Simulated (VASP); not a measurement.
# ZnSe (P4/nmm) in VASP: a series of runs

The runs below take ZnSe through relaxation of cell and atoms, with BLYP+D3(BJ), PBEsol, PBEsol+D3(BJ).

Program: VASP 6.6.1. These are calculated values, not measurements. Logs are shortened: lines on timing, memory, paths and dates and some standing lists are left out, and cuts for length are marked.

## 1. The cell of the first run

The structure is tetragonal, space group P4/nmm (No. 129). The conventional cell has a = 4.108 Å, b = 4.108 Å, c = 6.070 Å, α = 90.00°, β = 90.00°, γ = 90.00°. Zn (site symmetry -4m2) has 4 Se at 2.54 Å and 4 Zn at 2.90 Å within 3.4 Å. Within 3.4 Å of Se (site symmetry 4mm) lie 4 Zn at 2.54 Å.

## 2. Relaxation of cell and atoms, BLYP+D3(BJ)

The input, INCAR:

```
SYSTEM = ZnSe
  AGGAC = 1.0
  AGGAX = 1.0
  ALDAC = 0.0
  ALDAX = 1.0
  ALGO = Normal
  EDIFF = 1E-6
  EDIFFG = -0.01
  ENCUT = 600
  GGA = B5
  IBRION = 2
  ISIF = 3
  ISMEAR = 0
  IVDW = 12
  LASPH = .TRUE.
  LCHARG = .FALSE.
  LREAL = .FALSE.
  LWAVE = .FALSE.
  NELM = 80
  NSW = 80
  PREC = Accurate
  SIGMA = 0.01
  VDW_A1 = 0.4298
  VDW_A2 = 4.2359
  VDW_S6 = 1.0
  VDW_S8 = 2.6996
```

The input, KPOINTS:

```
k-points
0
G
  6 6 4
  0 0 0
```

The input, POSCAR:

```
ZnSe
1.0
    4.1077000000      0.0000000000      0.0000000000
    0.0000000000      4.1077000000      0.0000000000
    0.0000000000      0.0000000000      6.0703500000
Zn Se
2 2
Direct
    0.0000000000      0.0000000000      0.0000000000
    0.5000000000      0.5000000000      0.0000000000
    0.0000000000      0.5000000000      0.2462800000
    0.5000000000      0.0000000000      0.7537200000
```

Potentials or basis: VASP PAW PBE potentials, release 64 (Zn, Se).

Started as:

```bash
> cat potpaw_PBE.64/Zn/POTCAR potpaw_PBE.64/Se/POTCAR > POTCAR
> mpirun -np 1 vasp_std > vasp.out
```

OUTCAR:

```text
SYSTEM = ZnSe
   EDIFF = 1E-6
   EDIFFG = -0.01
   ENCUT = 600
   GGA = B5
   IBRION = 2
   ISIF = 3
   ISMEAR = 0
   IVDW = 12
   LASPH = .TRUE.
   LREAL = .FALSE.
   NELM = 80
   NSW = 80
   PREC = Accurate
 IVDW          = 12

 ion  position               nearest neighbor table
   1  0.000  0.000  0.000-   3 2.54   4 2.54   3 2.54   4 2.54   2 2.90   2 2.90   2 2.90   2 2.90

   2  0.500  0.500  0.000-   3 2.54   4 2.54   4 2.54   3 2.54   1 2.90   1 2.90   1 2.90   1 2.90

   3  0.000  0.500  0.246-   1 2.54   2 2.54   1 2.54   2 2.54
   4  0.500  0.000  0.754-   1 2.54   2 2.54   2 2.54   1 2.54

  LATTYP: Found a simple tetragonal cell.
 ALAT       =     4.1077000000
 C/A-ratio  =     1.4777977944

  Lattice vectors:

 A1 = (   4.1077000000,   0.0000000000,   0.0000000000)
 A2 = (   0.0000000000,   4.1077000000,   0.0000000000)
 A3 = (   0.0000000000,   0.0000000000,   6.0703500000)

Analysis of symmetry for initial positions (statically):
=====================================================================
 Subroutine PRICEL returns:
 Original cell was already a primitive cell.

 Routine SETGRP: Setting up the symmetry group for a
 simple tetragonal supercell.

 Subroutine GETGRP returns: Found 16 space group operations
 (whereof  8 operations were pure point group operations)
 out of a pool of 16 trial point group operations.

The static configuration has the point symmetry D_2d.
 The point group associated with its full space group is D_4h.

Analysis of symmetry for dynamics (positions and initial velocities):
=====================================================================
 Subroutine PRICEL returns:
 Original cell was already a primitive cell.

 Routine SETGRP: Setting up the symmetry group for a
 simple tetragonal supercell.

 Subroutine GETGRP returns: Found 16 space group operations
 (whereof  8 operations were pure point group operations)
 out of a pool of 16 trial point group operations.

The dynamic configuration has the point symmetry D_2d.
 The point group associated with its full space group is D_4h.

 Subroutine INISYM returns: Found 16 space group operations
 (whereof  8 operations are pure point group operations),
 and found     1 'primitive' translations

----------------------------------------------------------------------------------------

                                     Primitive cell

  volume of cell :     102.4262

  direct lattice vectors                    reciprocal lattice vectors
     4.107700000  0.000000000  0.000000000     0.243445237  0.000000000  0.000000000
     0.000000000  4.107700000  0.000000000     0.000000000  0.243445237  0.000000000
     0.000000000  0.000000000  6.070350000     0.000000000  0.000000000  0.164735147

  length of vectors
     4.107700000  4.107700000  6.070350000     0.243445237  0.243445237  0.164735147

  position of ions in fractional coordinates (direct lattice)
     0.000000000  0.000000000  0.000000000
     0.500000000  0.500000000  0.000000000
     0.000000000  0.500000000  0.246280000
     0.500000000  0.000000000  0.753720000

  ion indices of the primitive-cell ions
   primitive index   ion index
                 1           1
                 2           2
                 3           3
                 4           4

----------------------------------------------------------------------------------------

 KPOINTS: k-points

Automatic generation of k-mesh.
 Grid dimensions read from file:
 generate k-points for:    6    6    4

 Generating k-lattice:

  Cartesian coordinates                     Fractional coordinates (reciprocal lattice)
     0.040574206  0.000000000  0.000000000     0.166666667  0.000000000  0.000000000
     0.000000000  0.040574206  0.000000000     0.000000000  0.166666667  0.000000000
     0.000000000  0.000000000  0.041183787     0.000000000  0.000000000  0.250000000

  Length of vectors
     0.040574206  0.040574206  0.041183787

  Shift w.r.t. Gamma in fractional coordinates (k-lattice)
     0.000000000  0.000000000  0.000000000

[... 43 lines left out ...]
  Thomas-Fermi vector in A             =   2.291957
   LORBIT       =      0    0 simple, 1 ext, 2 COOP (PROOUT), +10 PAW based schemes
   GGA     = B5    functional components
   LHFCALC =     F    Hartree Fock is set to
   AEXX    =    0.0000 exact exchange contribution
   IVDW    =    12    specifies the selected vdW correction
   LEPSILON=     F    determine dielectric tensor
   LRPA    =     F    only Hartree local field effects (RPA)
 conjugate gradient relaxation of ions
 non-spin polarized calculation
 Gauss-broadening in eV      SIGMA  =   0.01
  energy-cutoff  :      600.00
  volume of cell :      102.43
 maximum number of plane-waves:      3440
 NGX is ok and might be reduce to    36
   NGX = 17   NGY = 17   NGZ = 25

--------------------------------------- Ionic step        1  -------------------------------------------

 number of electron      35.9999991 magnetization

 Free energy of the ion-electron system (eV)
  ---------------------------------------------------
  ext. energy  EPLUGINS =         0.00000000
  ---------------------------------------------------
  free energy    TOTEN  =        -9.16048941 eV

  energy without entropy =       -9.16048941  energy(sigma->0) =       -9.16048941

------------------------ aborting loop because EDIFF is reached ----------------------------------------

 Edisp (eV)   -2.48517

 E8    (eV) :    -1.7814

  FORCE on cell =-STRESS in cart. coord.  units (eV):
  Direction    XX          YY          ZZ          XY          YZ          ZX
  --------------------------------------------------------------------------------------
  -------------------------------------------------------------------------------------
  Total      -0.74073    -0.74073    -1.14226     0.00000     0.00000    -0.00000
  in kB     -11.58673   -11.58673   -17.86753     0.00000     0.00000    -0.00000
  external pressure =      -13.68 kB  Pullay stress =        0.00 kB
[... 103 lines left out ...]
  FREE ENERGIE OF THE ION-ELECTRON SYSTEM (eV)
  ---------------------------------------------------
  free  energy   TOTEN  =       -11.6810959948 eV

  energy  without entropy=      -11.6810959948  energy(sigma->0) =      -11.68109599

[... ionic steps 4 to 25 ...]

--------------------------------------- Ionic step       26  -------------------------------------------

 number of electron      35.9999987 magnetization

------------------------ aborting loop because EDIFF is reached ----------------------------------------

 Edisp (eV)   -3.07620

 E8    (eV) :    -2.2121
[... 73 lines left out ...]
  energy  without entropy=      -11.9022206696  energy(sigma->0) =      -11.90222067

--------------------------------------- Ionic step       28  -------------------------------------------

 number of electron      35.9999987 magnetization

 Free energy of the ion-electron system (eV)
  ---------------------------------------------------
  ext. energy  EPLUGINS =         0.00000000
  ---------------------------------------------------
  free energy    TOTEN  =        -8.82514579 eV

  energy without entropy =       -8.82514579  energy(sigma->0) =       -8.82514579

 E-fermi :   2.7943     XC(G=0):  -9.2414

 val. band max:        2.7332301245   @ k =   0.0000   0.0000   0.0000
 cond. band min:       3.8932576743   @ k =   0.0000   0.0000   0.0000
 fundamental gap:      1.1600275498
 Fermi energy:         2.7943318383

 k-point     1 :       0.0000    0.0000    0.0000
  band No.  band energies     occupation
      1     -10.8405      2.00000
      2      -9.3774      2.00000
      3      -4.4779      2.00000
      4      -4.4525      2.00000
      5      -4.3639      2.00000
      6      -4.3639      2.00000
[... 574 lines left out ...]
      6      -4.1392      2.00000
[... 14 lines left out ...]
     21       8.0646      0.00000
     22       8.0646      0.00000

 [... further k-points ...]

------------------------ aborting loop because EDIFF is reached ----------------------------------------

 Edisp (eV)   -3.07707

 E8    (eV) :    -2.2127

  FORCE on cell =-STRESS in cart. coord.  units (eV):
  Direction    XX          YY          ZZ          XY          YZ          ZX
  --------------------------------------------------------------------------------------
  -------------------------------------------------------------------------------------
  Total       0.03277     0.03277    -0.03578     0.00000     0.00000     0.00000
  in kB       0.62031     0.62031    -0.67728     0.00000     0.00000     0.00000
  external pressure =        0.19 kB  Pullay stress =        0.00 kB
[... 19 lines left out ...]
  FREE ENERGIE OF THE ION-ELECTRON SYSTEM (eV)
  ---------------------------------------------------
  free  energy   TOTEN  =       -11.9022196326 eV

  energy  without entropy=      -11.9022196326  energy(sigma->0) =      -11.90221963

 reached required accuracy - stopping structural energy minimisation
```

Run time: 23 min. Hardware: 1 thread of AMD EPYC 7R13 (Zen 3), shared host; peak memory 0.28 GiB.

What came out:

```yaml
Free_energy: -11.9022 eV
Relaxed_volume: 21.16 Å³/atom
Relaxed_cell: a = 4.126 Å, b = 4.126 Å, c = 4.972 Å, α = 90.00°, β = 90.00°, γ = 90.00°
Space_group_after_relaxing_to_0.1_Å: P4/nmm (No. 129)
Energy_gained_by_relaxing: 64.1 meV/atom
Ionic_steps: 28
Pressure_after_relaxing: 0.0 GPa
Largest_force_after_relaxing: 0.004 eV/Å
Band_gap_on_the_k_mesh: 1.16 eV
Dispersion_energy_per_atom: -0.769 eV
```

Forces on the atoms (eV/Å):
```
Zn   0.000  0.000  0.000
Zn   0.000  0.000  0.000
Se   0.000  0.000 -0.004
Se   0.000  0.000  0.004
```

The path:
| step | energy change (eV) | largest force (eV/Å) | pressure (GPa) | volume (Å³) |
| --- | --- | --- | --- | --- |
| 1 | 0.0000 | 0.2747 | -1.37 | 102.43 |
| 2 | -0.0270 | 0.4929 | -0.20 | 99.22 |
| 3 | -0.0354 | 0.7495 | 1.26 | 95.79 |
| 4 | -0.0481 | 0.7245 | 1.29 | 95.07 |
| 5 | -0.0831 | 0.6510 | 1.44 | 92.92 |
| 6 | -0.1353 | 0.4882 | 1.89 | 88.69 |
| 7 | -0.1288 | 0.0775 | 3.96 | 80.55 |
| 8 | -0.1520 | 0.3695 | 2.75 | 84.99 |
| 9 | -0.1992 | 0.1303 | 0.04 | 86.83 |
| 10 | -0.2011 | 0.2465 | -0.58 | 87.30 |
| 11 | -0.2207 | 0.1712 | -0.56 | 87.15 |
| 12 | -0.2462 | 0.0229 | -0.48 | 86.75 |
| 13 | -0.2426 | 0.2085 | -0.24 | 85.60 |
| 14 | -0.2526 | 0.0986 | -0.37 | 86.27 |
| 15 | -0.2526 | 0.0865 | -0.36 | 86.33 |
| 16 | -0.2545 | 0.1105 | 0.12 | 85.53 |
| 17 | -0.2547 | 0.1151 | 0.07 | 85.40 |
| 18 | -0.2548 | 0.1232 | 0.21 | 85.15 |
| 19 | -0.2561 | 0.0500 | 0.08 | 85.02 |
| 20 | -0.2564 | 0.0183 | -0.08 | 84.90 |
| 21 | -0.2564 | 0.0057 | -0.07 | 84.92 |
| 22 | -0.2564 | 0.0085 | -0.06 | 84.92 |
| 23 | -0.2565 | 0.0069 | -0.05 | 84.80 |
| 24 | -0.2565 | 0.0010 | 0.17 | 84.45 |
| 25 | -0.2566 | 0.0032 | 0.10 | 84.61 |
| 26 | -0.2566 | 0.0039 | -0.02 | 84.67 |
| 27 | -0.2566 | 0.0044 | 0.10 | 84.63 |
| 28 | -0.2566 | 0.0038 | 0.02 | 84.65 |

Final structure:
```xyz
4
Lattice="4.1263 0.0000 0.0000 0.0000 4.1263 0.0000 0.0000 0.0000 4.9716" Properties=species:S:1:pos:R:3 pbc="T T T"
Zn    0.0000    0.0000    0.0000
Zn    2.0632    2.0632    0.0000
Se    0.0000    2.0632    1.4668
Se    2.0632    0.0000    3.5048
```

Caveat: the volume moved by over 15 % at a fixed basis, so the end points are rough; the PAW data sets were made with another functional, which shifts forces and pressure a little.

## 3. Relaxation of cell and atoms, PBEsol

The input, INCAR:

```
PREC = Accurate ; ENCUT = 600
EDIFF = 1E-7 ; ISMEAR = 0
SIGMA = 0.01 ; LREAL = F
LASPH = T ; NELM = 100
ALGO = Normal ; ISIF = 3
LWAVE = F ; LCHARG = F
GGA = PS ; IBRION = 2
NSW = 80 ; EDIFFG = -0.01
```

The input, KPOINTS:

```
regular mesh
0
Gamma
  6 6 4
```

POSCAR is that of step 2.

Potentials or basis: VASP PAW PBE potentials, release 64 (Zn, Se).

Started as:

```bash
> cat potpaw_PBE.64/Zn/POTCAR potpaw_PBE.64/Se/POTCAR > POTCAR
> mpirun -np 1 vasp_std > vasp.out
```

Wall time 12 min (1 thread of AMD EPYC 7R13 (Zen 3), shared host); peak memory 0.27 GiB.

Results (log left out):

```
Free energy                           : -12.8911 eV
Relaxed volume                        : 22.39 Å³/atom
Relaxed cell                          : a = 4.034 Å, b = 4.034 Å, c = 5.503 Å, α = 90.00°, β = 90.00°, γ = 90.00°
Space group after relaxing (to 0.1 Å) : P4/nmm (No. 129)
Energy gained by relaxing             : 14.9 meV/atom
Ionic steps                           : 19
Pressure after relaxing               : 0.0 GPa
Largest force after relaxing          : 0.005 eV/Å
Band gap on the k mesh                : 1.69 eV
```

Forces in eV/Å, atoms in the order of the input:
```
Zn   0.000  0.000  0.000
Zn   0.000  0.000  0.000
Se   0.000  0.000 -0.005
Se   0.000  0.000  0.005
```

Step by step:
```tsv
step	energy change (eV)	largest force (eV/Å)	pressure (GPa)	volume (Å³)
1	0.0000	0.3531	-2.59	102.43
2	-0.0298	0.4199	1.28	96.41
3	-0.0393	0.1519	-0.11	98.31
4	-0.0419	0.1182	-0.10	97.93
5	-0.0445	0.0271	-0.05	96.93
6	-0.0446	0.0338	-0.05	97.00
7	-0.0453	0.0329	-0.06	96.77
8	-0.0474	0.0311	-0.06	96.07
9	-0.0514	0.0290	-0.04	94.67
10	-0.0575	0.0319	0.05	91.87
11	-0.0534	0.0480	0.74	86.21
12	-0.0589	0.0762	0.31	90.04
13	-0.0588	0.0740	0.46	88.83
14	-0.0593	0.0298	0.23	88.81
15	-0.0594	0.0032	0.11	88.80
16	-0.0594	0.0071	0.12	88.81
17	-0.0594	0.0058	0.14	88.88
18	-0.0596	0.0024	0.07	89.10
19	-0.0597	0.0048	-0.02	89.55
```

Final structure:
```yaml
crystal:
  lattice:
    - [4.03419, 0.00000, 0.00000]
    - [0.00000, 4.03419, 0.00000]
    - [0.00000, 0.00000, 5.50251]
  atoms:
    - { symbol: Zn, position: [0.00000, 0.00000, 0.00000] }
    - { symbol: Zn, position: [0.50000, 0.50000, 0.00000] }
    - { symbol: Se, position: [0.00000, 0.50000, 0.26979] }
    - { symbol: Se, position: [0.50000, 0.00000, 0.73021] }
```

Levels at points of the mesh, in eV from the valence-band top:
| k point | band 14 | band 15 | band 16 | band 17 | band 18 | band 19 | band 20 | band 21 | band 22 |
| --- | --- | --- | --- | --- | --- | --- | --- | --- | --- |
| (0.00, 0.00, 0.00) | -2.56 | -2.56 | -0.08 | 0.00 | 0.00 | 1.69 | 1.76 | 2.65 | 5.77 |
| (0.50, 0.00, 0.00) | -4.66 | -2.09 | -2.09 | -1.00 | -1.00 | 3.58 | 3.58 | 5.54 | 5.54 |
| (0.50, 0.50, 0.00) | -4.60 | -2.44 | -2.44 | -2.15 | -2.15 | 2.82 | 2.82 | 3.13 | 3.13 |
| (0.00, 0.00, 0.50) | -2.20 | -2.20 | -1.55 | -0.64 | -0.64 | 2.02 | 3.32 | 4.15 | 4.70 |
| (0.50, 0.00, 0.50) | -5.36 | -0.93 | -0.93 | -0.73 | -0.73 | 2.35 | 2.35 | 5.88 | 5.88 |
| (0.50, 0.50, 0.50) | -4.30 | -3.08 | -3.08 | -2.91 | -2.91 | 4.85 | 4.85 | 5.19 | 5.19 |

Caveat: the PAW data sets were made with another functional, which shifts forces and pressure a little.

## 4. Relaxation of cell and atoms, PBEsol+D3(BJ)

The input, INCAR:

```
ALGO = Normal
EDIFF = 1E-6
EDIFFG = -0.01
ENCUT = 600
GGA = PS
IBRION = 2
ISIF = 3
ISMEAR = 0
IVDW = 12
LASPH = True
LCHARG = False
LREAL = False
LWAVE = False
NELM = 60
NSW = 80
PREC = Accurate
SIGMA = 0.01
```

The input, KPOINTS:

```
k-points
0
Gamma
  6 6 4
```

POSCAR is that of step 3.

Started as:

```bash
> cat potpaw_PBE.64/Zn/POTCAR potpaw_PBE.64/Se/POTCAR > POTCAR
> mpirun -np 1 vasp_std > vasp.out
```

Run time: 13 min. Hardware: 1 thread of AMD EPYC 7R13 (Zen 3), shared host; peak memory 0.28 GiB.

It converged, with:

```yaml
Free_energy: -14.1108 eV
Relaxed_volume: 20.06 Å³/atom
Relaxed_cell: a = 4.018 Å, b = 4.018 Å, c = 4.970 Å, α = 90.00°, β = 90.00°, γ = 90.00°
Space_group_after_relaxing_to_0.1_Å: P4/nmm (No. 129)
Energy_gained_by_relaxing: 71.7 meV/atom
Ionic_steps: 24
Pressure_after_relaxing: 0.0 GPa
Largest_force_after_relaxing: 0.008 eV/Å
Band_gap_on_the_k_mesh: 1.31 eV
Dispersion_energy_per_atom: -0.320 eV
```

Forces in eV/Å, atoms in the order of the input:
```
Zn   0.000  0.000  0.000
Zn   0.000  0.000  0.000
Se   0.000  0.000  0.008
Se   0.000  0.000 -0.008
```

Step by step:
```
step  energy change (eV)  largest force (eV/Å)  pressure (GPa)  volume (Å³)
   1              0.0000                0.3377           -4.15       102.43
   2             -0.0786                0.8839            1.87        92.90
   3             -0.0985                0.4758           -0.25        95.66
   4             -0.1183                0.4058           -0.16        94.42
   5             -0.1458                0.2605           -0.15        92.04
   6             -0.1518                0.0638            0.16        87.40
   7             -0.1578                0.0802            0.02        89.33
   8             -0.1801                0.0476           -0.17        88.23
   9             -0.2376                0.0376           -0.44        84.86
  10             -0.2723                0.2414            0.59        77.84
  11             -0.2781                0.1009            0.17        80.50
  12             -0.2792                0.1251            0.25        79.96
  13             -0.2853                0.0296           -0.10        81.11
  14             -0.2853                0.0182           -0.12        81.02
  15             -0.2857                0.0656            0.26        80.59
  16             -0.2857                0.0600            0.13        80.64
  17             -0.2857                0.0627            0.24        80.61
  18             -0.2859                0.0585            0.26        80.57
  19             -0.2864                0.0470            0.14        80.47
  20             -0.2868                0.0226            0.04        80.25
  21             -0.2869                0.0165            0.01        80.19
  22             -0.2869                0.0154            0.05        80.18
  23             -0.2869                0.0053           -0.10        80.25
  24             -0.2869                0.0081            0.00        80.23
```

Final structure:
```
Zn Se
1.0
     4.01777    0.00000    0.00000
     0.00000    4.01777    0.00000
     0.00000    0.00000    4.97006
Zn Se
2 2
Direct
  0.00000 0.00000 0.00000
  0.50000 0.50000 0.00000
  0.00000 0.50000 0.29539
  0.50000 0.00000 0.70461
```

Levels at points of the mesh, in eV from the valence-band top:
| k point | band 16 | band 17 | band 18 | band 19 | band 20 | band 21 |
| --- | --- | --- | --- | --- | --- | --- |
| (0.00, 0.00, 0.00) | -0.54 | 0.00 | 0.00 | 1.31 | 1.49 | 2.55 |
| (0.50, 0.00, 0.00) | -2.61 | -1.41 | -1.41 | 3.55 | 3.55 | 4.97 |
| (0.50, 0.50, 0.00) | -2.59 | -2.04 | -2.04 | 2.31 | 2.31 | 2.78 |
| (0.00, 0.00, 0.50) | -1.83 | -1.27 | -1.27 | 1.88 | 3.53 | 3.95 |
| (0.50, 0.00, 0.50) | -1.23 | -0.67 | -0.67 | 2.01 | 2.01 | 5.15 |
| (0.50, 0.50, 0.50) | -3.88 | -3.56 | -3.56 | 5.41 | 5.41 | 5.54 |

Caveat: the volume moved by over 15 % at a fixed basis, so the end points are rough; the PAW data sets were made with another functional, which shifts forces and pressure a little.

## 5. Overview

| level | gap on the mesh (eV) | pressure (GPa) | relaxed volume (Å³/atom) |
| --- | --- | --- | --- |
| BLYP+D3(BJ) | 1.16 | 0.0 | 21.16 |
| PBEsol | 1.69 | 0.0 | 22.39 |
| PBEsol+D3(BJ) | 1.31 | 0.0 | 20.06 |

Alike in all rows: task relaxation of cell and atoms; potentials or basis VASP PAW PBE potentials, release 64 (Zn, Se); no spin polarisation; cell relaxed; k mesh 6 × 6 × 4; cutoff (eV) 600; smearing gaussian 0.01 eV.

Caveats: the PAW data sets were made with another functional, which shifts forces and pressure a little; the volume moved by over 15 % at a fixed basis, so the end points are rough (at least some runs).

Absolute energies hang on the potentials; compare differences alone.
